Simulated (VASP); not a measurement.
# ZnBF5 (P4/mmm) in VASP: notebook, part 2 of 2

VASP 6.6.1. Earlier steps stand in the parts before.

### 5 Relaxation of cell and atoms, PBEsol

This run uses another cell than the first one, of 11.09 Å³/atom.

INCAR

```
SYSTEM = ZnBF5
  PREC = Accurate
  ENCUT = 600
  EDIFF = 1E-6
  ISMEAR = -1
  SIGMA = 0.03
  LREAL = .FALSE.
  LASPH = .TRUE.
  NELM = 60
  ALGO = Normal
  ISIF = 3
  LWAVE = .FALSE.
  LCHARG = .FALSE.
  GGA = PS
  IBRION = 2
  NSW = 100
  EDIFFG = -0.01
```

KPOINTS

```
Automatic mesh
0
G
  6 6 4
  0 0 0
```

POSCAR

```
ZnBF5
1.0
    3.5450965700      0.0000000000      0.0000000000
    0.0000000000      3.5450965700      0.0000000000
    0.0000000000      0.0000000000      6.1769233700
Zn B F
1 1 5
Direct
    0.0000000000      0.0000000000      0.5000000000
    0.5000000000      0.5000000000      0.0000000000
    0.0000000000      0.0000000000      0.0000000000
    0.5000000000      0.0000000000      0.7047851500
    0.0000000000      0.5000000000      0.7047851500
    0.5000000000      0.0000000000      0.2952148500
    0.0000000000      0.5000000000      0.2952148500
```

Potentials or basis: VASP PAW PBE potentials, release 64 (Zn, B, F).

Started as:

```sh
> cat potpaw_PBE.64/Zn/POTCAR potpaw_PBE.64/B/POTCAR potpaw_PBE.64/F/POTCAR > POTCAR
> mpirun -np 1 vasp_std > vasp.out
```

OUTCAR:

```text
SYSTEM = ZnBF5
   PREC = Accurate
   ENCUT = 600
   EDIFF = 1E-6
   ISMEAR = -1
   LREAL = .FALSE.
   LASPH = .TRUE.
   NELM = 60
   ISIF = 3
   GGA = PS
   IBRION = 2
   NSW = 100
   EDIFFG = -0.01

 ion  position               nearest neighbor table
   1  0.000  0.000  0.500-   4 2.18   5 2.18   6 2.18   7 2.18   5 2.18   7 2.18   4 2.18   6 2.18

   2  0.500  0.500  0.000-
   3  0.000  0.000  0.000-
   4  0.500  0.000  0.705-   1 2.18   1 2.18
   5  0.000  0.500  0.705-   1 2.18   1 2.18
   6  0.500  0.000  0.295-   1 2.18   1 2.18
   7  0.000  0.500  0.295-   1 2.18   1 2.18

  LATTYP: Found a simple tetragonal cell.
 ALAT       =     3.5450965700
 C/A-ratio  =     1.7423850798

  Lattice vectors:

 A1 = (   3.5450965700,   0.0000000000,   0.0000000000)
 A2 = (   0.0000000000,   3.5450965700,   0.0000000000)
 A3 = (   0.0000000000,   0.0000000000,   6.1769233700)

Analysis of symmetry for initial positions (statically):
=====================================================================
 Subroutine PRICEL returns:
 Original cell was already a primitive cell.

 Routine SETGRP: Setting up the symmetry group for a
 simple tetragonal supercell.

 Subroutine GETGRP returns: Found 16 space group operations
 (whereof 16 operations were pure point group operations)
[... 184 lines left out ...]
  external PRESSURE =    -134.5124030 kB  Pullay stress =       0.0000000 kB
[... 28 lines left out ...]
--------------------------------------- Ionic step        2  -------------------------------------------

 number of electron      49.9999941 magnetization

 E-fermi :  -0.2941     XC(G=0): -11.2657

 val. band max:       -0.3029305205   @ k =   0.5000   0.3333   0.0000
 cond. band min:      -0.2919645109   @ k =   0.5000   0.5000   0.5000
 fundamental gap:      0.0109660096
 Fermi energy:        -0.2941470515

 k-point     1 :       0.0000    0.0000    0.0000
  band No.  band energies     occupation
      1     -22.2914      2.00000
      2     -21.4845      2.00000
      3     -20.4683      2.00000
      4     -20.4444      2.00000
      5     -20.0433      2.00000
      6      -6.1665      2.00000
[... 858 lines left out ...]
  FREE ENERGIE OF THE ION-ELECTRON SYSTEM (eV)
  ---------------------------------------------------
  free  energy   TOTEN  =       -22.7370950324 eV

  energy  without entropy=      -22.7121306198  energy(sigma->0) =      -22.72461283

[... ionic steps 4 to 11 ...]

--------------------------------------- Ionic step       12  -------------------------------------------

 number of electron      49.9999963 magnetization

------------------------ aborting loop because EDIFF is reached ----------------------------------------
[... 77 lines left out ...]
--------------------------------------- Ionic step       14  -------------------------------------------

 number of electron      49.9999968 magnetization

 Free energy of the ion-electron system (eV)
  ---------------------------------------------------
  ext. energy  EPLUGINS =         0.00000000
  ---------------------------------------------------
  free energy    TOTEN  =       -23.25890097 eV

  energy without entropy =      -23.24617733  energy(sigma->0) =      -23.25253915

 E-fermi :   1.3106     XC(G=0): -11.6769

 val. band max:        1.3016191990   @ k =   0.5000   0.1667   0.0000
 cond. band min:       1.3121211881   @ k =   0.3333   0.3333   0.0000
 fundamental gap:      0.0105019891
 Fermi energy:         1.3105649168

 k-point     1 :       0.0000    0.0000    0.0000
  band No.  band energies     occupation
      1     -22.0274      2.00000
      2     -21.0511      2.00000
      3     -20.1184      2.00000
      4     -19.6914      2.00000
      5     -18.5193      2.00000
      6      -5.7758      2.00000
[... 817 lines left out ...]
  FREE ENERGIE OF THE ION-ELECTRON SYSTEM (eV)
  ---------------------------------------------------
  free  energy   TOTEN  =       -23.2589009699 eV

  energy  without entropy=      -23.2461773254  energy(sigma->0) =      -23.25253915

 reached required accuracy - stopping structural energy minimisation
```

CONTCAR:

```text
ZnBF5
   1.00000000000000
     3.4448126417325926    0.0000000000000000    0.0000000000000000
     0.0000000000000000    3.4448126417325926    0.0000000000000000
    -0.0000000000000000    0.0000000000000000    5.2684804819926967
  Zn              B               F
     1     1     5
Direct
     0.0000000000000000    0.0000000000000000    0.5000000000000000
     0.5000000000000000    0.5000000000000000    0.0000000000000000
     0.0000000000000000    0.0000000000000000    0.0000000000000000
     0.5000000000000000    0.0000000000000000    0.7353053491190628
     0.0000000000000000    0.5000000000000000    0.7353053491190628
     0.5000000000000000    0.0000000000000000    0.2646946508809371
     0.0000000000000000    0.5000000000000000    0.2646946508809371

  0.00000000E+00  0.00000000E+00  0.00000000E+00
  0.00000000E+00  0.00000000E+00  0.00000000E+00
  0.00000000E+00  0.00000000E+00  0.00000000E+00
  0.00000000E+00  0.00000000E+00  0.00000000E+00
  0.00000000E+00  0.00000000E+00  0.00000000E+00
  0.00000000E+00  0.00000000E+00  0.00000000E+00
  0.00000000E+00  0.00000000E+00  0.00000000E+00
```

Run time: 15 min. Hardware: 1 thread of Oxide Virtual Turin-like, shared host; peak memory 0.21 GiB.

Results:

```
Free energy                           : -23.2589 eV
Relaxed volume                        : 8.93 Å³/atom
Relaxed cell                          : a = 3.445 Å, b = 3.445 Å, c = 5.268 Å, α = 90.00°, β = 90.00°, γ = 90.00°
Space group after relaxing (to 0.1 Å) : P4/mmm (No. 123)
Energy gained by relaxing             : 169.6 meV/atom
Ionic steps                           : 14
Pressure after relaxing               : 0.1 GPa
Band gap on the k mesh                : zero (bands 25 and 26 overlap by 1.00 eV)
```

Step by step:
```
step  energy change (eV)  largest force (eV/Å)  pressure (GPa)  volume (Å³)
   1              0.0000                0.0717          -13.45        77.63
   2             -0.6201                0.6915           -4.44        67.63
   3             -0.6656                0.9195            0.11        64.86
   4             -0.8533                0.8004            1.38        63.19
   5             -1.0075                0.2826           11.09        58.25
   6             -1.0594                0.3675            5.72        60.35
   7             -1.0685                0.2075            7.02        59.77
   8             -1.1618                0.2792           -0.39        62.58
   9             -1.1632                0.2346            0.26        62.27
  10             -1.1824                0.0817           -0.08        62.52
  11             -1.1865                0.0324           -0.30        62.70
  12             -1.1871                0.0259            0.11        62.51
  13             -1.1871                0.0226            0.30        62.45
  14             -1.1874                0.0003            0.10        62.52
```

Final structure:
```xyz
7
Lattice="3.4448 0.0000 0.0000 0.0000 3.4448 0.0000 0.0000 0.0000 5.2685" Properties=species:S:1:pos:R:3 pbc="T T T"
Zn    0.0000    0.0000    2.6342
B     1.7224    1.7224    0.0000
F     0.0000    0.0000    0.0000
F     1.7224    0.0000    3.8739
F     0.0000    1.7224    3.8739
F     1.7224    0.0000    1.3945
F     0.0000    1.7224    1.3945
```

Caveat: the volume moved by over 15 % at a fixed basis, so the end points are rough; the PAW data sets were made with another functional, which shifts forces and pressure a little.

### 6 Summary

| task | level | cell | k mesh | cutoff (eV) | gap on the mesh (eV) | pressure (GPa) | largest force (eV/Å) |
| --- | --- | --- | --- | --- | --- | --- | --- |
| single point | PBEsol | a = 3.449, b = 3.449, c = 5.265 Å, 7 atoms, atomic positions A | 6 × 6 × 4 | 520 | none | -0.1 | 0.04 |
| single point | r2SCAN+rVV10 | a = 3.447, b = 3.447, c = 5.250 Å, 7 atoms, atomic positions B | 6 × 6 × 4 | 520 | none | 0.1 | 0.05 |
| single point | r2SCAN+rVV10 | a = 3.447, b = 3.447, c = 5.250 Å, 7 atoms, atomic positions B | 8 × 8 × 6 | 520 | none | 0.1 | 0.06 |
| relaxation of cell and atoms | PBEsol | relaxed from a = 3.545, b = 3.545, c = 6.177 Å, 7 atoms, atomic positions C | 6 × 6 × 4 | 600 | none | 0.1 | - |

Alike in all rows: potentials or basis VASP PAW PBE potentials, release 64 (Zn, B, F); no spin polarisation; smearing fermi-dirac 0.03 eV.

Caveats: the PAW data sets were made with another functional, which shifts forces and pressure a little; the volume moved by over 15 % at a fixed basis, so the end points are rough (at least some runs).

Absolute energies hang on the potentials; compare differences alone.

The gap in the log of VASP goes by the Fermi energy; the results here count the filled bands.